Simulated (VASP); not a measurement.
# Hf3B (P4/mmm) in VASP: relaxation of cell and atoms with PBE

Aim: the relaxation of cell and atoms of Hf3B with PBE.

Program: VASP 6.6.1. These are calculated values, not measurements. Logs are shortened: lines on timing, memory, paths and dates and some standing lists are left out, and cuts for length are marked.

## Step 1: The cell of the first run

Symmetry: P4/mmm, No. 123, tetragonal system. The conventional cell has a = 4.676 Å, b = 4.676 Å, c = 3.873 Å, α = 90.00°, β = 90.00°, γ = 90.00°. Within 3.1 Å of Hf (site symmetry mmm) lie 2 B at 2.34 Å and 4 Hf at 3.04 Å. Hf (site symmetry 4/mmm) has 10 Hf at 3.04 to 3.87 Å and 8 B at 3.83 Å within 4.0 Å. B (site symmetry 4/mmm) has 4 Hf at 2.34 Å within 3.1 Å.

The cell was generated, and may not be a known phase.

## Step 2: Relaxation of cell and atoms, PBE

INCAR reads:

```
SYSTEM = Hf3B
ALGO = Fast ; EDIFF = 1E-6
EDIFFG = -0.01 ; ENCUT = 600
GGA = PE ; IBRION = 2
ISIF = 3 ; ISMEAR = 0
LASPH = .True. ; LCHARG = .False.
LREAL = .False. ; LWAVE = .False.
NELM = 100 ; NSW = 100
PREC = Accurate ; SIGMA = 0.1
```

KPOINTS reads:

```
k-points
0
Gamma
  10 10 12
  0 0 0
```

POSCAR reads:

```
Hf3B
1.0
    4.6764129251      0.0000000000      0.0000000000
    0.0000000000      4.6764129251      0.0000000000
    0.0000000000      0.0000000000      3.8734945508
Hf B
3 1
Direct
    0.5000000000      0.0000000000      0.0000000000
    0.0000000000      0.5000000000      0.0000000000
    0.5000000000      0.5000000000      0.5000000000
    0.0000000000      0.0000000000      0.0000000000
```

Potentials or basis: VASP PAW PBE potentials, release 64 (Hf_pv, B).

Started as:

```sh
$ cat potpaw_PBE.64/Hf_pv/POTCAR potpaw_PBE.64/B/POTCAR > POTCAR
$ mpirun -np 1 vasp_std > vasp.out
```

OUTCAR:

```text
SYSTEM = Hf3B
   EDIFF = 1E-6
   EDIFFG = -0.01
   ENCUT = 600
   GGA = PE
   IBRION = 2
   ISIF = 3
   ISMEAR = 0
   LASPH = .True.
   LREAL = .False.
   NELM = 100
   NSW = 100
   PREC = Accurate

 ion  position               nearest neighbor table
   1  0.500  0.000  0.000-   4 2.34   4 2.34   3 3.04   3 3.04   3 3.04   3 3.04   2 3.31   2 3.31
                             2 3.31   2 3.31
   2  0.000  0.500  0.000-   4 2.34   4 2.34   3 3.04   3 3.04   3 3.04   3 3.04   1 3.31   1 3.31
                             1 3.31   1 3.31
   3  0.500  0.500  0.500-   1 3.04   2 3.04   1 3.04   2 3.04   1 3.04   1 3.04   2 3.04   2 3.04

   4  0.000  0.000  0.000-   1 2.34   2 2.34   2 2.34   1 2.34

  LATTYP: Found a simple tetragonal cell.
 ALAT       =     4.6764129251
 C/A-ratio  =     0.8283046456

  Lattice vectors:

 A1 = (   4.6764129251,   0.0000000000,   0.0000000000)
 A2 = (   0.0000000000,   4.6764129251,   0.0000000000)
 A3 = (   0.0000000000,   0.0000000000,   3.8734945508)

Analysis of symmetry for initial positions (statically):
=====================================================================
 Subroutine PRICEL returns:
 Original cell was already a primitive cell.

 Routine SETGRP: Setting up the symmetry group for a
 simple tetragonal supercell.

 Subroutine GETGRP returns: Found 16 space group operations
 (whereof 16 operations were pure point group operations)
 out of a pool of 16 trial point group operations.

The static configuration has the point symmetry D_4h.

Analysis of symmetry for dynamics (positions and initial velocities):
=====================================================================
 Subroutine PRICEL returns:
 Original cell was already a primitive cell.

 Routine SETGRP: Setting up the symmetry group for a
 simple tetragonal supercell.

 Subroutine GETGRP returns: Found 16 space group operations
 (whereof 16 operations were pure point group operations)
 out of a pool of 16 trial point group operations.

The dynamic configuration has the point symmetry D_4h.

 Subroutine INISYM returns: Found 16 space group operations
 (whereof 16 operations are pure point group operations),
 and found     1 'primitive' translations

----------------------------------------------------------------------------------------

                                     Primitive cell

  volume of cell :      84.7088

  direct lattice vectors                    reciprocal lattice vectors
     4.676412925  0.000000000  0.000000000     0.213839115  0.000000000  0.000000000
     0.000000000  4.676412925  0.000000000     0.000000000  0.213839115  0.000000000
[... 98 lines left out ...]
   TEBEG  =    0.0;   TEEND  =   0.0 temperature during run
   PSTRESS=    0.0 pullay stress
   NELECT =      33.0000    total number of electrons
   NUPDOWN=      -1.0000    fix difference up-down
   EMIN   =  10.00;   EMAX   =-10.00  energy-range for DOS
   EFERMI =   0.00;   METHOD = LEGACY
   ISMEAR =     0;   SIGMA  =   0.10  broadening in eV -4-tet -1-fermi 0-gaus
   EFERMI_NEDOS =   21; number of points for ismear=-14 and -15
   IALGO  =     68    algorithm
   IMIX   =      4    mixing-type and parameters
     AMIX     =   0.40;   BMIX     =  1.00
     AMIX_MAG =   1.60;   BMIX_MAG =  1.00
  volume/ion in A,a.u.               =      21.18       142.91
  Fermi-wavevector in a.u.,A,eV,Ry     =   1.195648  2.259447 19.450530  1.429574
  Thomas-Fermi vector in A             =   2.331608
   LORBIT       =      0    0 simple, 1 ext, 2 COOP (PROOUT), +10 PAW based schemes
   GGA     = PE    functional components
   LHFCALC =     F    Hartree Fock is set to
   AEXX    =    0.0000 exact exchange contribution
   IVDW    =     0    specifies the selected vdW correction
   LEPSILON=     F    determine dielectric tensor
   LRPA    =     F    only Hartree local field effects (RPA)
 conjugate gradient relaxation of ions
 non-spin polarized calculation
 RMM-DIIS sequential band-by-band and
 Gauss-broadening in eV      SIGMA  =   0.10
  energy-cutoff  :      600.00
  volume of cell :       84.71
 maximum number of plane-waves:      2860
 NGX is ok and might be reduce to    40
   NGX = 19   NGY = 19   NGZ = 15

--------------------------------------- Ionic step        1  -------------------------------------------

 number of electron      33.0000003 magnetization

 Free energy of the ion-electron system (eV)
  ---------------------------------------------------
  ext. energy  EPLUGINS =         0.00000000
  ---------------------------------------------------
  free energy    TOTEN  =       -33.52334398 eV

  energy without entropy =      -33.49899483  energy(sigma->0) =      -33.51116940

------------------------ aborting loop because EDIFF is reached ----------------------------------------

  FORCE on cell =-STRESS in cart. coord.  units (eV):
  Direction    XX          YY          ZZ          XY          YZ          ZX
  --------------------------------------------------------------------------------------
  -------------------------------------------------------------------------------------
  Total       -0.1578992     -0.1578992      0.0154676      0.0000000      0.0000000     -0.0000000
  in kB       -2.9864961     -2.9864961      0.2925534      0.0000000      0.0000000     -0.0000000
  external PRESSURE =      -1.8934796 kB  Pullay stress =       0.0000000 kB
[... 139 lines left out ...]
--------------------------------------- Ionic step        5  -------------------------------------------

 number of electron      33.0000004 magnetization

 Free energy of the ion-electron system (eV)
  ---------------------------------------------------
  ext. energy  EPLUGINS =         0.00000000
  ---------------------------------------------------
  free energy    TOTEN  =       -33.52380349 eV

  energy without entropy =      -33.50074732  energy(sigma->0) =      -33.51227541

 E-fermi :   3.4702     XC(G=0): -10.6036

 val. band max:        3.4654297878   @ k =   0.3000   0.2000   0.1667
 cond. band min:       3.4714212558   @ k =   0.2000   0.2000   0.2500
 fundamental gap:      0.0059914681
 Fermi energy:         3.4701568772

 k-point     1 :       0.0000    0.0000    0.0000
  band No.  band energies     occupation
      1     -27.1049      2.00000
      2     -27.1049      2.00000
      3     -26.9193      2.00000
      4     -26.5121      2.00000
      5     -26.3708      2.00000
      6     -26.3708      2.00000
[... 541 lines left out ...]
     19       4.9068      0.00000
     20       6.4942      0.00000

 [... further k-points ...]
[... 5 lines left out ...]
  --------------------------------------------------------------------------------------
  -------------------------------------------------------------------------------------
  Total        0.0360072      0.0360072      0.0220890      0.0000000     -0.0000000      0.0000000
  in kB        0.6813105      0.6813105      0.4179575      0.0000000     -0.0000000      0.0000000
  external PRESSURE =       0.5935261 kB  Pullay stress =       0.0000000 kB
[... 19 lines left out ...]
  FREE ENERGIE OF THE ION-ELECTRON SYSTEM (eV)
  ---------------------------------------------------
  free  energy   TOTEN  =       -33.5238034937 eV

  energy  without entropy=      -33.5007473235  energy(sigma->0) =      -33.51227541

 reached required accuracy - stopping structural energy minimisation
```

OSZICAR:

```text
N       E                     dE             d eps       ncg     rms          rms(c)
DAV:   1     0.121892792442E+03    0.12189E+03   -0.19580E+04  5880   0.171E+03
[... 47 lines left out ...]
RMM:   2    -0.335244212381E+02    0.37009E-02   -0.10075E-02  6289   0.533E-01    0.260E-01
RMM:   3    -0.335240022032E+02    0.41903E-03   -0.20277E-03  7240   0.216E-01    0.143E-01
RMM:   4    -0.335238176721E+02    0.18453E-03   -0.51569E-04  7096   0.125E-01    0.765E-02
RMM:   5    -0.335238013231E+02    0.16349E-04   -0.21044E-04  7472   0.730E-02    0.570E-02
RMM:   6    -0.335238026202E+02   -0.12971E-05   -0.38080E-05  6903   0.305E-02    0.134E-02
RMM:   7    -0.335238034541E+02   -0.83389E-06   -0.10885E-05  5350   0.147E-02    0.852E-03
RMM:   8    -0.335238034937E+02   -0.39588E-07   -0.20271E-06  3789   0.609E-03
   5 F= -.33523803E+02 E0= -.33512275E+02  d E =-.243703E-03
```

CONTCAR:

```text
Hf3B
   1.00000000000000
     4.6632040355143776   -0.0000000000000000    0.0000000000000000
     0.0000000000000000    4.6632040355143776    0.0000000000000000
     0.0000000000000000    0.0000000000000000    3.8939063255855455
  Hf              B
     3     1
Direct
     0.5000000000000000    0.0000000000000000    0.0000000000000000
     0.0000000000000000    0.5000000000000000    0.0000000000000000
     0.5000000000000000    0.5000000000000000    0.5000000000000000
     0.0000000000000000    0.0000000000000000    0.0000000000000000

  0.00000000E+00  0.00000000E+00  0.00000000E+00
  0.00000000E+00  0.00000000E+00  0.00000000E+00
  0.00000000E+00  0.00000000E+00  0.00000000E+00
  0.00000000E+00  0.00000000E+00  0.00000000E+00
```

Wall time 18 min (1 thread of Oxide Virtual Turin-like, shared host); peak memory 0.41 GiB.

What came out:

| Quantity | Value |
| --- | --- |
| Free energy | -33.5238 eV |
| Relaxed volume | 21.17 Å³/atom |
| Relaxed cell | a = 4.663 Å, b = 4.663 Å, c = 3.894 Å, α = 90.00°, β = 90.00°, γ = 90.00° |
| Space group after relaxing (to 0.1 Å) | P4/mmm (No. 123) |
| Energy gained by relaxing | 0.1 meV/atom |
| Ionic steps | 5 |
| Pressure after relaxing | 0.1 GPa |
| Band gap on the k mesh | zero (an odd number of electrons rules out a gap without spin polarisation) |

The path:
| step | energy change (eV) | largest force (eV/Å) | pressure (GPa) | volume (Å³) |
| --- | --- | --- | --- | --- |
| 1 | 0.0000 | 0.0000 | -0.19 | 84.71 |
| 2 | -0.0002 | 0.0000 | 0.19 | 84.40 |
| 3 | -0.0002 | 0.0000 | 0.08 | 84.49 |
| 4 | -0.0003 | 0.0000 | 0.07 | 84.54 |
| 5 | -0.0005 | 0.0000 | 0.06 | 84.67 |

Final structure:
```cif
data_structure
_symmetry_space_group_name_H-M 'P 1'
_symmetry_Int_Tables_number 1
_cell_length_a 4.6632
_cell_length_b 4.6632
_cell_length_c 3.8939
_cell_angle_alpha 90.000
_cell_angle_beta 90.000
_cell_angle_gamma 90.000
_cell_volume 84.67
loop_
_atom_site_label
_atom_site_type_symbol
_atom_site_fract_x
_atom_site_fract_y
_atom_site_fract_z
_atom_site_occupancy
Hf1 Hf 0.50000 0.00000 0.00000 1
Hf2 Hf 0.00000 0.50000 0.00000 1
Hf3 Hf 0.50000 0.50000 0.50000 1
B1 B 0.00000 0.00000 0.00000 1
```

Levels at points of the mesh, in eV from the Fermi level:
```
           k point  band 14  band 15  band 16  band 17  band 18  band 19
(0.00, 0.00, 0.00)    -1.22    -0.66    -0.66     0.41     0.41     1.93
(0.50, 0.00, 0.00)    -1.33    -1.04    -0.37    -0.06     0.79     1.77
(0.50, 0.50, 0.00)    -0.52    -0.52    -0.47     1.02     1.28     1.28
(0.00, 0.00, 0.50)    -0.01    -0.01     0.07     0.07     0.47     2.04
(0.50, 0.00, 0.50)    -1.17    -0.40    -0.39    -0.34    -0.12     0.19
(0.50, 0.50, 0.50)    -2.42    -0.62    -0.62     0.20     1.17     1.65
```

Caveat: spin-orbit coupling is left out, which moves the levels of the heavy elements.
